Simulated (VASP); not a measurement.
# FeSi (P2_13) in VASP: relaxation of the atoms with PBE

Aim: the relaxation of the atoms of FeSi with PBE.

All numbers are computed with VASP 6.6.1; they aren't measurements. Logs are shortened: lines on timing, memory, paths and dates and some standing lists are left out, and cuts for length are marked.

## 1. The cell of the first run

Symmetry: P2_13, No. 198, cubic system. Conventional cell: a = 4.310 Å, b = 4.310 Å, c = 4.310 Å, α = 90.00°, β = 90.00°, γ = 90.00°. Fe (site symmetry 3) has 7 Si at 2.21 to 2.41 Å and 6 Fe at 2.64 Å within 2.9 Å. Within 2.9 Å of Si (site symmetry 3) lie 7 Fe at 2.21 to 2.41 Å and 6 Si at 2.67 Å.

## 2. Relaxation of the atoms, PBE (10.01 Å³/atom)

Input file INCAR:

```
SYSTEM = FeSi
PREC     = Accurate       ! precision mode
ENCUT    = 520            ! plane-wave cutoff, eV
EDIFF    = 1E-6           ! SCF threshold, eV
ISMEAR   = 0              ! smearing method
SIGMA    = 0.01           ! smearing width, eV
LREAL    = .FALSE.        ! projectors in reciprocal space
LASPH    = .TRUE.         ! aspherical terms in the spheres
NELM     = 100            ! most SCF steps
ALGO     = Normal         ! electronic algorithm
ISIF     = 2              ! what is computed and relaxed
LWAVE    = .FALSE.        ! write WAVECAR
LCHARG   = .FALSE.        ! write CHGCAR
GGA      = PE             ! functional
IBRION   = 2              ! ionic algorithm
NSW      = 50             ! ionic steps
EDIFFG   = -0.01          ! ionic threshold
```

Input file KPOINTS:

```
regular mesh
0
G
  8 8 8
  0 0 0
```

Input file POSCAR:

```
FeSi
1.0
    4.3103143591      0.0000000000      0.0000000000
    0.0000000000      4.3103143591      0.0000000000
    0.0000000000      0.0000000000      4.3103143591
Fe Si
4 4
Direct
    0.1385211766      0.1385211766      0.1385211766
    0.3614788234      0.8614788234      0.6385211766
    0.6385211766      0.3614788234      0.8614788234
    0.8614788234      0.6385211766      0.3614788234
    0.8418538074      0.8418538074      0.8418538074
    0.6581461926      0.1581461926      0.3418538074
    0.3418538074      0.6581461926      0.1581461926
    0.1581461926      0.3418538074      0.6581461926
```

Potentials or basis: VASP PAW PBE potentials, release 64 (Fe, Si).

Command:

```sh
> cat potpaw_PBE.64/Fe/POTCAR potpaw_PBE.64/Si/POTCAR > POTCAR
> mpirun -np 1 vasp_std > vasp.out
```

OUTCAR:

```text
SYSTEM = FeSi
   PREC = Accurate
   ENCUT = 520
   EDIFF = 1E-6
   ISMEAR = 0
   LREAL = .FALSE.
   LASPH = .TRUE.
   NELM = 100
   ISIF = 2
   GGA = PE
   IBRION = 2
   NSW = 50
   EDIFFG = -0.01

 ion  position               nearest neighbor table
   1  0.139  0.139  0.139-   5 2.21   6 2.25   7 2.25   8 2.25   7 2.41   8 2.41   6 2.41   3 2.64
                             4 2.64   2 2.64   2 2.64   4 2.64   3 2.64
   2  0.361  0.861  0.639-   6 2.21   5 2.25   8 2.25   7 2.25   7 2.41   8 2.41   5 2.41   1 2.64
                             1 2.64   3 2.64   3 2.64   4 2.64   4 2.64
   3  0.639  0.361  0.861-   7 2.21   5 2.25   8 2.25   6 2.25   8 2.41   6 2.41   5 2.41   1 2.64
                             4 2.64   2 2.64   2 2.64   4 2.64   1 2.64
   4  0.861  0.639  0.361-   8 2.21   7 2.25   6 2.25   5 2.25   6 2.41   5 2.41   7 2.41   1 2.64
                             3 2.64   2 2.64   1 2.64   2 2.64   3 2.64
   5  0.842  0.842  0.842-   1 2.21   2 2.25   3 2.25   4 2.25   3 2.41   4 2.41   2 2.41   6 2.67
                             7 2.67   8 2.67   6 2.67   8 2.67   7 2.67
   6  0.658  0.158  0.342-   2 2.21   1 2.25   4 2.25   3 2.25   3 2.41   4 2.41   1 2.41   8 2.67
                             5 2.67   5 2.67   7 2.67   7 2.67   8 2.67
   7  0.342  0.658  0.158-   3 2.21   1 2.25   4 2.25   2 2.25   4 2.41   2 2.41   1 2.41   8 2.67
                             5 2.67   8 2.67   6 2.67   6 2.67   5 2.67
   8  0.158  0.342  0.658-   4 2.21   3 2.25   2 2.25   1 2.25   2 2.41   1 2.41   3 2.41   7 2.67
                             5 2.67   7 2.67   5 2.67   6 2.67   6 2.67

  LATTYP: Found a simple cubic cell.
 ALAT       =     4.3103143591

  Lattice vectors:

 A1 = (   4.3103143591,   0.0000000000,   0.0000000000)
 A2 = (   0.0000000000,   4.3103143591,   0.0000000000)
 A3 = (   0.0000000000,   0.0000000000,   4.3103143591)

Analysis of symmetry for initial positions (statically):
=====================================================================
 Subroutine PRICEL returns:
 Original cell was already a primitive cell.

 Routine SETGRP: Setting up the symmetry group for a
 simple cubic supercell.

 Subroutine GETGRP returns: Found 12 space group operations
 (whereof  3 operations were pure point group operations)
 out of a pool of 48 trial point group operations.

The static configuration has the point symmetry C_3 .
 The point group associated with its full space group is T   .

Analysis of symmetry for dynamics (positions and initial velocities):
=====================================================================
 Subroutine PRICEL returns:
 Original cell was already a primitive cell.

 Routine SETGRP: Setting up the symmetry group for a
 simple cubic supercell.

 Subroutine GETGRP returns: Found 12 space group operations
 (whereof  3 operations were pure point group operations)
 out of a pool of 48 trial point group operations.

The dynamic configuration has the point symmetry C_3 .
 The point group associated with its full space group is T   .

 Subroutine INISYM returns: Found 12 space group operations
 (whereof  3 operations are pure point group operations),
 and found     1 'primitive' translations

----------------------------------------------------------------------------------------

                                     Primitive cell

  volume of cell :      80.0805

  direct lattice vectors                    reciprocal lattice vectors
     4.310314359  0.000000000  0.000000000     0.232001640  0.000000000  0.000000000
     0.000000000  4.310314359  0.000000000     0.000000000  0.232001640  0.000000000
     0.000000000  0.000000000  4.310314359     0.000000000  0.000000000  0.232001640

  length of vectors
     4.310314359  4.310314359  4.310314359     0.232001640  0.232001640  0.232001640

  position of ions in fractional coordinates (direct lattice)
     0.138521177  0.138521177  0.138521177
     0.361478823  0.861478823  0.638521177
     0.638521177  0.361478823  0.861478823
     0.861478823  0.638521177  0.361478823
     0.841853807  0.841853807  0.841853807
     0.658146193  0.158146193  0.341853807
     0.341853807  0.658146193  0.158146193
     0.158146193  0.341853807  0.658146193

  ion indices of the primitive-cell ions
   primitive index   ion index
                 1           1
                 2           2
                 3           3
                 4           4
                 5           5
                 6           6
                 7           7
                 8           8

----------------------------------------------------------------------------------------

 KPOINTS: regular mesh

Automatic generation of k-mesh.
 Grid dimensions read from file:
 generate k-points for:    8    8    8

 Generating k-lattice:

  Cartesian coordinates                     Fractional coordinates (reciprocal lattice)
     0.029000205  0.000000000  0.000000000     0.125000000  0.000000000  0.000000000
     0.000000000  0.029000205  0.000000000     0.000000000  0.125000000  0.000000000
     0.000000000  0.000000000  0.029000205     0.000000000  0.000000000  0.125000000

  Length of vectors
     0.029000205  0.029000205  0.029000205

  Shift w.r.t. Gamma in fractional coordinates (k-lattice)
     0.000000000  0.000000000  0.000000000

 Subroutine IBZKPT returns following result:
 ===========================================

 Found     45 irreducible k-points:

 Following reciprocal coordinates:
            Coordinates               Weight
  0.000000  0.000000  0.000000      1.000000
  0.125000  0.000000  0.000000      6.000000
  0.250000  0.000000  0.000000      6.000000
  0.375000  0.000000  0.000000      6.000000
  0.500000  0.000000  0.000000      3.000000
  0.125000  0.125000  0.000000     12.000000
[... 16 lines left out ...]
  0.250000  0.125000  0.125000     24.000000
  0.375000  0.125000  0.125000     24.000000
 [... further k-points ...]
   k-points           NKPTS =     45   k-points in BZ     NKDIM =     45   number of bands    NBANDS=     29
   number of dos      NEDOS =    301   number of ions     NIONS =      8
   total plane-waves  NPLWV =  32768
   dimension x,y,z NGX =    32 NGY =   32 NGZ =   32
   dimension x,y,z NGXF=    64 NGYF=   64 NGZF=   64
   ions per type =               4   4
   NGX,Y,Z   is equivalent  to a cutoff of  12.34, 12.34, 12.34 a.u.
   NGXF,Y,Z  is equivalent  to a cutoff of  24.68, 24.68, 24.68 a.u.
 SYSTEM =  FeSi
   PREC   = accura    normal or accurate (medium, high low for compatibility)
   ISTART =      0    job   : 0-new  1-cont  2-samecut
   ICHARG =      2    charge: 1-file 2-atom 10-const
   ISPIN  =      1    spin polarized calculation?
   LNONCOLLINEAR =      F non collinear calculations
   LSORBIT =      F    spin-orbit coupling
   LASPH  =      T    aspherical Exc in radial PAW
   ENCUT  =  520.0 eV  38.22 Ry    6.18 a.u.   8.01  8.01  8.01*2*pi/ulx,y,z
   NELM   =    100;   NELMIN=  2; NELMDL= -5     # of ELM steps
   EDIFF  = 0.1E-05   stopping-criterion for ELM
   LREAL  =      F    real-space projection
   EDIFFG = -.1E-01   stopping-criterion for IOM
   NSW    =     50    number of steps for IOM
   IBRION =      2    ionic relax: 0-MD 1-quasi-New 2-CG
   NFREE  =      1    steps in history (QN), initial steepest desc. (CG)
   ISIF   =      2    stress and relaxation
   ISYM   =      2    0-nonsym 1-usesym 2-fastsym
   POTIM  = 0.5000    time-step for ionic-motion
   TEBEG  =    0.0;   TEEND  =   0.0 temperature during run
   PSTRESS=    0.0 pullay stress
   NELECT =      48.0000    total number of electrons
   NUPDOWN=      -1.0000    fix difference up-down
   EMIN   =  10.00;   EMAX   =-10.00  energy-range for DOS
   EFERMI =   0.00;   METHOD = LEGACY
   ISMEAR =     0;   SIGMA  =   0.01  broadening in eV -4-tet -1-fermi 0-gaus
   EFERMI_NEDOS =   21; number of points for ismear=-14 and -15
   IALGO  =     38    algorithm
   IMIX   =      4    mixing-type and parameters
     AMIX     =   0.40;   BMIX     =  1.00
     AMIX_MAG =   1.60;   BMIX_MAG =  1.00
  volume/ion in A,a.u.               =      10.01        67.55
  Fermi-wavevector in a.u.,A,eV,Ry     =   1.380320  2.608426 25.922935  1.905282
  Thomas-Fermi vector in A             =   2.505208
   LORBIT       =      0    0 simple, 1 ext, 2 COOP (PROOUT), +10 PAW based schemes
   GGA     = PE    functional components
   LHFCALC =     F    Hartree Fock is set to
   AEXX    =    0.0000 exact exchange contribution
   IVDW    =     0    specifies the selected vdW correction
   LEPSILON=     F    determine dielectric tensor
   LRPA    =     F    only Hartree local field effects (RPA)
 conjugate gradient relaxation of ions
 non-spin polarized calculation
 Gauss-broadening in eV      SIGMA  =   0.01
  energy-cutoff  :      520.00
  volume of cell :       80.08
 maximum number of plane-waves:      2192
   NGX = 17   NGY = 17   NGZ = 17

--------------------------------------- Ionic step        1  -------------------------------------------

 number of electron      48.0000013 magnetization

 Free energy of the ion-electron system (eV)
  ---------------------------------------------------
  ext. energy  EPLUGINS =         0.00000000
  ---------------------------------------------------
  free energy    TOTEN  =       -58.18970149 eV

  energy without entropy =      -58.18970149  energy(sigma->0) =      -58.18970149

------------------------ aborting loop because EDIFF is reached ----------------------------------------

  FORCE on cell =-STRESS in cart. coord.  units (eV):
  Direction    XX          YY          ZZ          XY          YZ          ZX
  --------------------------------------------------------------------------------------
  -------------------------------------------------------------------------------------
  Total       13.1450057     13.1450057     13.1450057     -0.0000000     -0.0000000      0.0000000
  in kB      262.9932042    262.9932042    262.9932042     -0.0000000     -0.0000000      0.0000000
  external PRESSURE =     262.9932042 kB  Pullay stress =       0.0000000 kB
[... 69 lines left out ...]
  energy  without entropy=      -58.1935750132  energy(sigma->0) =      -58.19357501

--------------------------------------- Ionic step        3  -------------------------------------------

 number of electron      48.0000019 magnetization

 Free energy of the ion-electron system (eV)
  ---------------------------------------------------
  ext. energy  EPLUGINS =         0.00000000
  ---------------------------------------------------
  free energy    TOTEN  =       -58.19375219 eV

  energy without entropy =      -58.19375219  energy(sigma->0) =      -58.19375219

 E-fermi :  11.0451     XC(G=0): -13.2778

 val. band max:       11.0009941035   @ k =  -0.1250   0.3750   0.0000
 cond. band min:      11.1541850563   @ k =   0.3750   0.1250   0.1250
 fundamental gap:      0.1531909527
 Fermi energy:        11.0451030052

 k-point     1 :       0.0000    0.0000    0.0000
  band No.  band energies     occupation
      1      -3.0196      2.00000
      2       2.6518      2.00000
      3       2.6518      2.00000
      4       2.6518      2.00000
      5       5.5348      2.00000
      6       5.5348      2.00000
[... 757 lines left out ...]
     28      13.4831      0.00000
     29      13.8092      0.00000

 [... further k-points ...]
[... 5 lines left out ...]
  --------------------------------------------------------------------------------------
  -------------------------------------------------------------------------------------
  Total       12.9755694     12.9755694     12.9755694      0.0000000     -0.0000000      0.0000000
  in kB      259.6032768    259.6032768    259.6032768      0.0000000     -0.0000000      0.0000000
  external PRESSURE =     259.6032768 kB  Pullay stress =       0.0000000 kB
[... 23 lines left out ...]
  FREE ENERGIE OF THE ION-ELECTRON SYSTEM (eV)
  ---------------------------------------------------
  free  energy   TOTEN  =       -58.1937521872 eV

  energy  without entropy=      -58.1937521872  energy(sigma->0) =      -58.19375219

 reached required accuracy - stopping structural energy minimisation
```

Wall time 4 min (1 thread of Oxide Virtual Turin-like, shared host); peak memory 0.2 GiB.

Results:

```yaml
Free_energy: -58.1938 eV
Energy_gained_by_relaxing: 0.5 meV/atom
Ionic_steps: 3
Pressure_after_relaxing: 26.0 GPa
Band_gap_on_the_k_mesh: 0.15 eV (least direct gap 0.17 eV)
```

The path:
```
step  energy change (eV)  largest force (eV/Å)  pressure (GPa)
   1              0.0000                0.1718           26.30
   2             -0.0039                0.0353           25.98
   3             -0.0041                0.0015           25.96
```

Final structure:
```
Fe Si
1.0
     4.31031    0.00000    0.00000
     0.00000    4.31031    0.00000
     0.00000    0.00000    4.31031
Fe Si
4 4
Direct
  0.13992 0.13992 0.13992
  0.36008 0.86008 0.63992
  0.63992 0.36008 0.86008
  0.86008 0.63992 0.36008
  0.84235 0.84235 0.84235
  0.65765 0.15765 0.34235
  0.34235 0.65765 0.15765
  0.15765 0.34235 0.65765
```

Levels at points of the mesh, in eV from the valence-band top:
```csv
k point,band 22,band 23,band 24,band 25,band 26,band 27
"(0.00, 0.00, 0.00)",-0.34,-0.07,-0.07,0.75,0.75,0.75
"(0.50, 0.00, 0.00)",-0.45,0.00,0.00,0.19,0.19,1.92
"(0.50, 0.50, 0.00)",-1.15,-0.42,-0.42,0.70,0.70,1.48
"(0.50, 0.50, 0.50)",-0.79,-0.79,-0.79,0.55,0.55,0.55
```
